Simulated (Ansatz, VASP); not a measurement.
# Two plane-wave programs on Si4N

```
Si N
1.0
    -2.72763    2.72763    2.72763
     2.72763   -2.72763    2.72763
     2.72763    2.72763   -2.72763
Si N
4 1
Cartesian
  1.7200 -1.7200 1.7200
  1.0076 1.0076 1.0076
  1.7200 1.7200 -1.7200
  -1.7200 1.7200 1.7200
  0.0000 0.0000 0.0000
```

Change from the starting cell: species swapped into the GeF4 type (I-43m, No. 217).

Alike in both runs: task single point; functional PBE; k mesh 4 × 4 × 4; occupations gaussian, width 0.1 eV; collinear spin.

|  | VASP | Ansatz |
| --- | --- | --- |
| version | VASP 6.6.1 | Ansatz 0.2.0 |
| potentials or method | VASP PAW PBE potentials, release 64 (Si, N), cutoff 520 eV | scalar-relativistic, plane waves, PAW |
| valence electrons in the cell | 21 | 21 |

Ansatz gave:

| Quantity | Value |
| --- | --- |
| gap on the k mesh at the Fermi level (eV) | none |
| pressure (GPa) | 5.0 |
| rms of the force components (eV/Å) | 1.707 |
| net moment per atom (μB) | 0.00 |

Estimate VASP's values.

gap on the k mesh at the Fermi level (eV): none; pressure (GPa): 4.9; rms of the force components (eV/Å): 1.696; net moment per atom (μB): 0.00.

Atom by atom the forces differ by 0.011 eV/Å (rms over components). A gap of «none» marks a metal or a gap that the smearing closes. Ansatz's warnings: seeded moment not kept.

The k mesh is coarse, so the values compare programs but aren't converged.
